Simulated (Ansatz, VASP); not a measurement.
Two plane-wave programs on TaN

```
CELL_PARAMETERS angstrom
0.00000 2.17900 2.17900
2.17900 0.00000 2.17900
2.17900 2.17900 0.00000
ATOMIC_POSITIONS crystal
Ta 0.50000 0.50000 0.50000
N 0.00000 0.00000 0.00000
```

Alike in both runs: task single point; functional RPBE; k mesh 13 × 13 × 13; no spin polarisation.

|  | VASP | Ansatz |
| --- | --- | --- |
| version | VASP 6.6.1 | Ansatz 0.2.0 |
| potentials or method | VASP PAW PBE potentials, release 64 (Ta_pv, N) | plane waves, PAW |
| plane-wave cutoff (eV) | 520 | 420 |
| occupations | fermi-dirac, width 0.1 eV | fermi-dirac |
| valence electrons in the cell | 16 | 18 |

Ansatz gave:

* pressure (GPa): 19.5

**Question.** Estimate VASP's values.

**Answer.** Pressure (GPa): 20.4.

VASP's potentials were made for PBE, not for RPBE. VASP's potentials hold 16 valence electrons a cell and Ansatz's 18, so a difference there can come from the potentials and not from the codes. Ansatz's warnings: stress scf threshold loose.

Spin-orbit coupling is off throughout.
